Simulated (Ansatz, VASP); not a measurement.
**Two plane-wave programs on Ge**

```
Ge
1.0
     4.05816    0.00000    0.00000
    -2.02908    3.51447    0.00000
     0.00000    0.00000    6.59214
Ge
4
Direct
  0.66667 0.33333 0.06181
  0.33333 0.66667 0.56181
  0.66667 0.33333 0.43819
  0.33333 0.66667 0.93819
```

Change from the starting cell: strain along c alone, the other axes held, atoms relaxed: -1.5 %.

Alike in both runs: functional PBE; k mesh 12 × 12 × 8; occupations gaussian, width 0.1 eV; no spin polarisation.

Ansatz relaxed the structure, and its values are those at the end. VASP's run is a single point on that final structure, the one shown.

|  | VASP | Ansatz |
| --- | --- | --- |
| version | VASP 6.6.1 | Ansatz 0.2.0 |
| potentials or method | VASP PAW PBE potentials, release 64 (Ge_d), cutoff 520 eV | scalar-relativistic, plane waves, PAW |
| valence electrons in the cell | 56 | 56 |

```tsv
	VASP	Ansatz	Ansatz less VASP
gap on the k mesh at the Fermi level (eV)	none	none	-
pressure (GPa)	0.9	1.0	+0.05
rms of the force components (eV/Å)	0.004	0.003	-0.0006
```

A gap of «none» marks a metal or a gap that the smearing closes. The functional is the same, so the differences come from potentials, cutoffs and numerics. Ansatz's warnings: stress scf threshold loose.
